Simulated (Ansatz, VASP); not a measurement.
## LiH in VASP and in Ansatz

The input INCAR:

```
PREC = Accurate
ENCUT = 520
EDIFF = 1E-7
ISMEAR = 0
SIGMA = 0.1
LREAL = F
LASPH = T
NELM = 80
ALGO = Normal
ISIF = 2
LWAVE = F
LCHARG = F
GGA = PE
NBANDS = 12
```

Contents of KPOINTS:

```
regular mesh
0
Gamma
  6 6 4
```

Contents of POSCAR:

```
LiH
1.0
    2.7801123154      0.0000000000      0.0000000000
   -1.3900561577      2.4076478905      0.0000000000
    0.0000000000      0.0000000000      4.8851889641
Li H
2 2
Direct
    0.0000000000      0.0000000000      0.0000000000
    0.0000000000      0.0000000000      0.5000000000
    0.6666666667      0.3333333333      0.2500000000
    0.3333333333      0.6666666667      0.7500000000
```

Input for Ansatz:

```yaml
crystal:
  lattice:
    - [2.7801123154, 0.0, 0.0]
    - [-1.3900561577, 2.4076478905, 0.0]
    - [0.0, 0.0, 4.8851889641]
  atoms:
    - { symbol: Li, position: [0.0, 0.0, 0.0] }
    - { symbol: Li, position: [0.0, 0.0, 0.5] }
    - { symbol: H, position: [0.6666666667, 0.3333333333, 0.25] }
    - { symbol: H, position: [0.3333333333, 0.6666666667, 0.75] }
basis:
  ecutwfc: 420
kpoints:
  mp_grid: { grid: [6, 6, 4] }
hamiltonian:
  xc: pbe
scf:
  occupations: { method: gaussian, width: 0.1 }
  lower_state_search: "off"
output:
  forces: true
  stress: true
  eigenvalues: true
```

Change from the starting cell: the structure that the rattled cell fell into.

Alike in both runs: task single point; functional PBE; k mesh 6 × 6 × 4; occupations gaussian, width 0.1 eV; no spin polarisation.

|  | VASP | Ansatz |
| --- | --- | --- |
| version | VASP 6.6.1 | Ansatz 0.2.0 |
| potentials or method | VASP PAW PBE potentials, release 64 (Li_sv, H), cutoff 520 eV | scalar-relativistic, plane waves, PAW |
| valence electrons in the cell | 8 | 8 |

```tsv
	VASP	Ansatz	Ansatz less VASP
gap on the k mesh at the Fermi level (eV)	4.36	4.35	-0.003
least direct gap on the mesh (eV)	4.95	4.94	-0.006
```

The functional is the same, so the differences come from potentials, cutoffs and numerics.

The k mesh is coarse, so the values compare programs but aren't converged. Noted on VASP's run: the cutoff is short for stress, so the pressure is rough.
